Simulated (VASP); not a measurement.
Crystal: Si.

```xyz
1
Lattice="0.0000 2.0000 2.0000 2.0000 0.0000 2.0000 2.0000 2.0000 0.0000" Properties=species:S:1:pos:R:3 pbc="T T T"
Si    0.0000    0.0000    0.0000
```

* Program: VASP 6.6.1
* Task: relaxation of cell and atoms
* Functional: PBEsol
* Potentials or basis: VASP PAW PBE potentials, release 64 (Si)
* Cutoff: 600 eV
* k mesh: 17 × 17 × 17
* Occupations: fermi-dirac, width 0.05 eV
* Spin: no spin polarisation

At the start: pressure -8.4 GPa; volume 16.00 Å³/atom.

Q: How do energy, volume and symmetry change on relaxing?

A: Over 3 steps the energy falls by 55.8 meV/atom and the volume is 14.09 Å³/atom (-12.0 %); space group Fm-3m (No. 225, to 0.05 Å).

Step by step:
```
step  energy change (eV)  largest force (eV/Å)  pressure (GPa)  volume (Å³)
   1              0.0000                0.0000           -8.37        16.00
   2             -0.0557                0.0000           -0.35        14.14
   3             -0.0558                0.0000            0.00        14.09
```

Final structure:
```cif
data_structure
_symmetry_space_group_name_H-M 'P 1'
_symmetry_Int_Tables_number 1
_cell_length_a 2.7108
_cell_length_b 2.7108
_cell_length_c 2.7108
_cell_angle_alpha 60.000
_cell_angle_beta 60.000
_cell_angle_gamma 60.000
_cell_volume 14.09
loop_
_atom_site_label
_atom_site_type_symbol
_atom_site_fract_x
_atom_site_fract_y
_atom_site_fract_z
_atom_site_occupancy
Si1 Si 0.00000 0.00000 0.00000 1
```

Caveat: the PAW data sets were made with another functional, which shifts forces and pressure a little.
